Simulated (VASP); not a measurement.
Write the native input for VASP 6.6.1 that does the following.

```yaml
Task: single point
Functional: PBEsol
Potentials_or_basis: VASP PAW PBE potentials, release 64 (Si)
Cutoff: 520 eV
k_mesh: 9 × 9 × 1
Occupations: gaussian, width 0.05 eV
Spin: no spin polarisation
Dipole_correction: yes
Electric_field_eV/Å: -0.6 eV/Å
Further_INCAR_settings: ALGO = Normal; EDIFF = 1e-06; NBANDS = 31; EFIELD = -0.6
```

The structure of Si lies in POSCAR:

```
Si
1.0
    3.8417168285      0.0000000000      0.0000000000
    0.0000000000      3.8417168285      0.0000000000
    0.0000000000      0.0000000000     27.2242680938
Si
10
Direct
    0.0000000000      0.5000000000      0.2754894998
    0.0000000000      0.0000000000      0.3253807221
    0.5000000000      0.0000000000      0.3752719443
    0.5000000000      0.5000000000      0.4251631666
    0.0000000000      0.5000000000      0.4750543889
    0.0000000000      0.0000000000      0.5249456111
    0.5000000000      0.0000000000      0.5748368334
    0.5000000000      0.5000000000      0.6247280557
    0.0000000000      0.5000000000      0.6746192779
    0.0000000000      0.0000000000      0.7245105002
```

These files were run (other wordings do the same):

INCAR

```
PREC = Accurate
ENCUT = 520
EDIFF = 1E-6
ISMEAR = 0
SIGMA = 0.05
LREAL = F
LASPH = T
NELM = 60
ALGO = Normal
ISIF = 2
LWAVE = F
LCHARG = T
LDIPOL = T
IDIPOL = 3
DIPOL = 0.5 0.5 0.500
GGA = PS
LELF = T
LVHAR = T
LVACPOTAV = T
NBANDS = 31
EFIELD = -0.6
```

KPOINTS

```
Automatic mesh
0
Gamma
  9 9 1
```

Potentials or basis: VASP PAW PBE potentials, release 64 (Si).

The run is started by

```bash
$ cat potpaw_PBE.64/Si/POTCAR > POTCAR
$ mpirun -np 1 vasp_std > vasp.out
```

Results of the run:

| Quantity | Value |
| --- | --- |
| Largest force | 0.114 eV/Å |
| Band gap on the k mesh | zero (bands 20 and 21 overlap by 0.90 eV) |

Caveat: the PAW data sets were made with another functional, which shifts forces and pressure a little.

Wall time 7.6 min on 1 thread of Intel(R) Xeon(R) Platinum 8488C (Sapphire Rapids), on a shared host, peak memory 0.53 GiB.
